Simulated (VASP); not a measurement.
# P (Pm-3m) in VASP: a series of runs

Runs on P. Level: PBEsol. Tasks: single point.

Program: VASP 6.6.1. These are calculated values, not measurements. Logs are shortened: lines on timing, memory, paths and dates and some standing lists are left out, and cuts for length are marked.

## Step 1: The cell of the first run

It takes space group Pm-3m (No. 221, cubic). The conventional cell has a = 2.316 Å, b = 2.316 Å, c = 2.316 Å, α = 90.00°, β = 90.00°, γ = 90.00°. Within 3.1 Å of P (site symmetry m-3m) lie 6 P at 2.32 Å.

## Step 2: Single point, PBEsol (volume scaled by 0.88)

Input file INCAR:

```
PREC     = Accurate       # precision mode
ENCUT    = 500            # plane-wave cutoff, eV
EDIFF    = 1E-6           # SCF threshold, eV
ISMEAR   = -1             # smearing method
SIGMA    = 0.1            # smearing width, eV
LREAL    = False          # projectors in reciprocal space
LASPH    = True           # aspherical terms in the spheres
NELM     = 120            # most SCF steps
ALGO     = Normal         # electronic algorithm
ISIF     = 2              # what is computed and relaxed
LWAVE    = False          # write WAVECAR
LCHARG   = False          # write CHGCAR
GGA      = PS             # functional
NBANDS   = 8              # bands
GGA_COMPAT= False
```

Input file KPOINTS:

```
regular mesh
0
Gamma
  15 15 15
```

Input file POSCAR:

```
P
1.0
    2.3156472777      0.0000000000      0.0000000000
    0.0000000000      2.3156472777      0.0000000000
    0.0000000000      0.0000000000      2.3156472777
P
1
Direct
    0.0000000000      0.0000000000      0.0000000000
```

Potentials or basis: VASP PAW PBE potentials, release 64 (P).

The run is started by

```console
cat potpaw_PBE.64/P/POTCAR > POTCAR
mpirun -np 1 vasp_std > vasp.out
```

OUTCAR:

```text
PREC = Accurate
   ENCUT = 500
   EDIFF = 1E-6
   ISMEAR = -1
   LREAL = False
   LASPH = True
   NELM = 120
   ISIF = 2
   GGA = PS

 ion  position               nearest neighbor table
   1  0.000  0.000  0.000-

  LATTYP: Found a simple cubic cell.
 ALAT       =     2.3156472777

  Lattice vectors:

 A1 = (   2.3156472777,   0.0000000000,   0.0000000000)
 A2 = (   0.0000000000,   2.3156472777,   0.0000000000)
 A3 = (   0.0000000000,   0.0000000000,   2.3156472777)

Analysis of symmetry for initial positions (statically):
=====================================================================
 Subroutine PRICEL returns:
 Original cell was already a primitive cell.

 Routine SETGRP: Setting up the symmetry group for a
 simple cubic supercell.

 Subroutine GETGRP returns: Found 48 space group operations
 (whereof 48 operations were pure point group operations)
 out of a pool of 48 trial point group operations.

The static configuration has the point symmetry O_h .

Analysis of symmetry for dynamics (positions and initial velocities):
=====================================================================
 Subroutine PRICEL returns:
 Original cell was already a primitive cell.

 Routine SETGRP: Setting up the symmetry group for a
 simple cubic supercell.

 Subroutine GETGRP returns: Found 48 space group operations
 (whereof 48 operations were pure point group operations)
 out of a pool of 48 trial point group operations.

The dynamic configuration has the point symmetry O_h .

 Subroutine INISYM returns: Found 48 space group operations
 (whereof 48 operations are pure point group operations),
 and found     1 'primitive' translations

----------------------------------------------------------------------------------------

                                     Primitive cell

  volume of cell :      12.4170

  direct lattice vectors                    reciprocal lattice vectors
     2.315647278  0.000000000  0.000000000     0.431844698  0.000000000  0.000000000
     0.000000000  2.315647278  0.000000000     0.000000000  0.431844698  0.000000000
     0.000000000  0.000000000  2.315647278     0.000000000  0.000000000  0.431844698

  length of vectors
     2.315647278  2.315647278  2.315647278     0.431844698  0.431844698  0.431844698

  position of ions in fractional coordinates (direct lattice)
     0.000000000  0.000000000  0.000000000

  ion indices of the primitive-cell ions
   primitive index   ion index
                 1           1

----------------------------------------------------------------------------------------

 KPOINTS: regular mesh

Automatic generation of k-mesh.
 Grid dimensions read from file:
 generate k-points for:   15   15   15

 Generating k-lattice:

  Cartesian coordinates                     Fractional coordinates (reciprocal lattice)
     0.028789647  0.000000000  0.000000000     0.066666667  0.000000000  0.000000000
     0.000000000  0.028789647  0.000000000     0.000000000  0.066666667  0.000000000
     0.000000000  0.000000000  0.028789647     0.000000000  0.000000000  0.066666667

  Length of vectors
     0.028789647  0.028789647  0.028789647

  Shift w.r.t. Gamma in fractional coordinates (k-lattice)
     0.000000000  0.000000000  0.000000000

 Subroutine IBZKPT returns following result:
 ===========================================

 Found    120 irreducible k-points:

 Following reciprocal coordinates:
            Coordinates               Weight
  0.000000  0.000000  0.000000      1.000000
  0.066667  0.000000  0.000000      6.000000
  0.133333  0.000000  0.000000      6.000000
  0.200000  0.000000  0.000000      6.000000
  0.266667  0.000000  0.000000      6.000000
  0.333333  0.000000  0.000000      6.000000
[... 16 lines left out ...]
  0.266667  0.200000  0.000000     24.000000
  0.333333  0.200000  0.000000     24.000000
 [... further k-points ...]
   k-points           NKPTS =    120   k-points in BZ     NKDIM =    120   number of bands    NBANDS=      8
   number of dos      NEDOS =    301   number of ions     NIONS =      1
   total plane-waves  NPLWV =   5832
   dimension x,y,z NGX =    18 NGY =   18 NGZ =   18
   dimension x,y,z NGXF=    36 NGYF=   36 NGZF=   36
   ions per type =               1
   NGX,Y,Z   is equivalent  to a cutoff of  12.92, 12.92, 12.92 a.u.
   NGXF,Y,Z  is equivalent  to a cutoff of  25.85, 25.85, 25.85 a.u.
 SYSTEM =  unknown system
   PREC   = accura    normal or accurate (medium, high low for compatibility)
   ISTART =      0    job   : 0-new  1-cont  2-samecut
   ICHARG =      2    charge: 1-file 2-atom 10-const
   ISPIN  =      1    spin polarized calculation?
   LNONCOLLINEAR =      F non collinear calculations
   LSORBIT =      F    spin-orbit coupling
   LASPH  =      T    aspherical Exc in radial PAW
   ENCUT  =  500.0 eV  36.75 Ry    6.06 a.u.   4.22  4.22  4.22*2*pi/ulx,y,z
   NELM   =    120;   NELMIN=  2; NELMDL= -5     # of ELM steps
   EDIFF  = 0.1E-05   stopping-criterion for ELM
   LREAL  =      F    real-space projection
   EDIFFG = 0.1E-04   stopping-criterion for IOM
   NSW    =      0    number of steps for IOM
   IBRION =     -1    ionic relax: 0-MD 1-quasi-New 2-CG
   NFREE  =      0    steps in history (QN), initial steepest desc. (CG)
   ISIF   =      2    stress and relaxation
   ISYM   =      2    0-nonsym 1-usesym 2-fastsym
   POTIM  = 0.5000    time-step for ionic-motion
   TEBEG  =    0.0;   TEEND  =   0.0 temperature during run
   PSTRESS=    0.0 pullay stress
   NELECT =       5.0000    total number of electrons
   NUPDOWN=      -1.0000    fix difference up-down
   EMIN   =  10.00;   EMAX   =-10.00  energy-range for DOS
   EFERMI =   0.00;   METHOD = LEGACY
   ISMEAR =    -1;   SIGMA  =   0.10  broadening in eV -4-tet -1-fermi 0-gaus
   EFERMI_NEDOS =   21; number of points for ismear=-14 and -15
   IALGO  =     38    algorithm
   IMIX   =      4    mixing-type and parameters
     AMIX     =   0.40;   BMIX     =  1.00
     AMIX_MAG =   1.60;   BMIX_MAG =  1.00
  volume/ion in A,a.u.               =      12.42        83.79
  Fermi-wavevector in a.u.,A,eV,Ry     =   1.208906  2.284501 19.884275  1.461453
  Thomas-Fermi vector in A             =   2.344499
   LORBIT       =      0    0 simple, 1 ext, 2 COOP (PROOUT), +10 PAW based schemes
   GGA     = PS    functional components
   LHFCALC =     F    Hartree Fock is set to
   AEXX    =    0.0000 exact exchange contribution
   IVDW    =     0    specifies the selected vdW correction
   LEPSILON=     F    determine dielectric tensor
   LRPA    =     F    only Hartree local field effects (RPA)
 non-spin polarized calculation
  energy-cutoff  :      500.00
  volume of cell :       12.42
 maximum number of plane-waves:       324
 NGX is ok and might be reduce to    18
   NGX =  9   NGY =  9   NGZ =  9

 number of electron       5.0000001 magnetization

 Free energy of the ion-electron system (eV)
  ---------------------------------------------------
  ext. energy  EPLUGINS =         0.00000000
  ---------------------------------------------------
  free energy    TOTEN  =        -5.65814083 eV

  energy without entropy =       -5.64363961  energy(sigma->0) =       -5.65089022

 E-fermi :  12.1367     XC(G=0): -12.0771

 val. band max:       12.0980435830   @ k =   0.2000   0.2000   0.1333
 cond. band min:      12.1439893779   @ k =   0.2000   0.2000   0.0000
 fundamental gap:      0.0459457949
 Fermi energy:        12.1367409598

 k-point     1 :       0.0000    0.0000    0.0000
  band No.  band energies     occupation
      1      -6.2375      2.00000
      2      17.9387      0.00000
      3      17.9387      0.00000
      4      17.9387      0.00000
      5      18.6122      0.00000
      6      18.6122      0.00000
      7      28.1030      0.00000
      8      38.7602      0.00000

 k-point     2 :       0.0667    0.0000    0.0000
  band No.  band energies     occupation
      1      -6.1223      2.00000
      2      15.5297      0.00000
      3      18.0319      0.00000
      4      18.0319      0.00000
      5      18.7044      0.00000
      6      20.8832      0.00000
      7      28.4868      0.00000
      8      37.8861      0.00000

 k-point     3 :       0.1333    0.0000    0.0000
  band No.  band energies     occupation
      1      -5.7779      2.00000
      2      12.8368      0.00182
      3      18.3095      0.00000
      4      18.3095      0.00000
      5      18.9759      0.00000
      6      23.0806      0.00000
      7      29.6899      0.00000
      8      35.9593      0.00000

 k-point     4 :       0.2000    0.0000    0.0000
  band No.  band energies     occupation
      1      -5.2076      2.00000
      2      10.2434      2.00000
      3      18.7642      0.00000
      4      18.7642      0.00000
      5      19.4097      0.00000
      6      24.7795      0.00000
      7      31.6244      0.00000
      8      33.7691      0.00000

 k-point     5 :       0.2667    0.0000    0.0000
  band No.  band energies     occupation
      1      -4.4192      2.00000
      2       7.8050      2.00000
      3      19.3785      0.00000
      4      19.3785      0.00000
      5      19.9707      0.00000
      6      26.1510      0.00000
      7      31.6407      0.00000
      8      31.6407      0.00000

 k-point     6 :       0.3333    0.0000    0.0000
  band No.  band energies     occupation
      1      -3.4299      2.00000
      2       5.5632      2.00000
      3      20.1133      0.00000
      4      20.1133      0.00000
      5      20.5941      0.00000
      6      27.4225      0.00000
      7      29.7245      0.00000
      8      29.7245      0.00000

 k-point     7 :       0.4000    0.0000    0.0000
  band No.  band energies     occupation
      1      -2.2898      2.00000
      2       3.5821      2.00000
      3      20.8726      0.00000
      4      20.8726      0.00000
      5      21.1673      0.00000
      6      28.1619      0.00000
      7      28.1619      0.00000
      8      28.6772      0.00000
[... 133 lines left out ...]
 k-point    20 :       0.4000    0.1333    0.0000
  band No.  band energies     occupation
      1      -1.8345      2.00000
      2       3.9990      2.00000
      3      16.1709      0.00000
      4      21.2266      0.00000
      5      23.1612      0.00000
      6      25.1663      0.00000
      7      28.5166      0.00000
      8      31.1355      0.00000

 k-point    21 :       0.4667    0.1333    0.0000
  band No.  band energies     occupation
      1      -0.7717      2.00000
      2       2.5190      2.00000
      3      16.7498      0.00000
      4      21.7744      0.00000
      5      22.4793      0.00000
      6      25.3309      0.00000
      7      27.5656      0.00000
      8      31.5091      0.00000

 k-point    22 :       0.2000    0.2000    0.0000
  band No.  band energies     occupation
      1      -4.1812      2.00000
      2      10.3740      2.00000
      3      12.1440      0.96377
      4      19.5810      0.00000
      5      22.8833      0.00000
      6      27.5338      0.00000
      7      29.7736      0.00000
      8      33.7190      0.00000

 k-point    23 :       0.2667    0.2000    0.0000
  band No.  band energies     occupation
      1      -3.3953      2.00000
      2       8.5802      2.00000
      3      12.1964      0.71028
      4      20.1882      0.00000
      5      23.0918      0.00000
      6      25.9088      0.00000
      7      31.5950      0.00000
      8      32.3614      0.00000

 k-point    24 :       0.3333    0.2000    0.0000
  band No.  band energies     occupation
      1      -2.4085      2.00000
      2       6.4518      2.00000
      3      12.9117      0.00086
      4      20.9133      0.00000
      5      22.1639      0.00000
      6      25.6599      0.00000
      7      30.4776      0.00000
      8      32.5501      0.00000

 [... further k-points ...]

------------------------ aborting loop because EDIFF is reached ----------------------------------------

  FORCE on cell =-STRESS in cart. coord.  units (eV):
  Direction    XX          YY          ZZ          XY          YZ          ZX
  --------------------------------------------------------------------------------------
  -------------------------------------------------------------------------------------
  Total        1.7622760      1.7622760      1.7622760      0.0000000      0.0000000     -0.0000000
  in kB      227.3878652    227.3878652    227.3878652      0.0000000      0.0000000     -0.0000000
  external PRESSURE =     227.3878652 kB  Pullay stress =       0.0000000 kB

 VOLUME and BASIS-vectors are now :
 -----------------------------------------------------------------------------
  energy-cutoff  :      500.00
  volume of cell :       12.42
      direct lattice vectors                 reciprocal lattice vectors
     2.315647278  0.000000000  0.000000000     0.431844698  0.000000000  0.000000000
     0.000000000  2.315647278  0.000000000     0.000000000  0.431844698  0.000000000
     0.000000000  0.000000000  2.315647278     0.000000000  0.000000000  0.431844698

 POSITION                                       TOTAL-FORCE (eV/Angst)
 -----------------------------------------------------------------------------------
      0.00000      0.00000      0.00000         0.000000      0.000000      0.000000
 -----------------------------------------------------------------------------------
    total drift:                               -0.000000     -0.000000      0.000000

  FREE ENERGIE OF THE ION-ELECTRON SYSTEM (eV)
  ---------------------------------------------------
  free  energy   TOTEN  =        -5.6581408272 eV

  energy  without entropy=       -5.6436396070  energy(sigma->0) =       -5.65089022
```

Wall time 17 s (1 thread of AMD EPYC 7R13, shared host); peak memory 0.09 GiB.

What came out:

* Free energy: -5.6581 eV
* Pressure: 22.7 GPa

Caveat: the PAW data sets were made with another functional, which shifts forces and pressure a little.

(Part 1 of 3 ends here.)
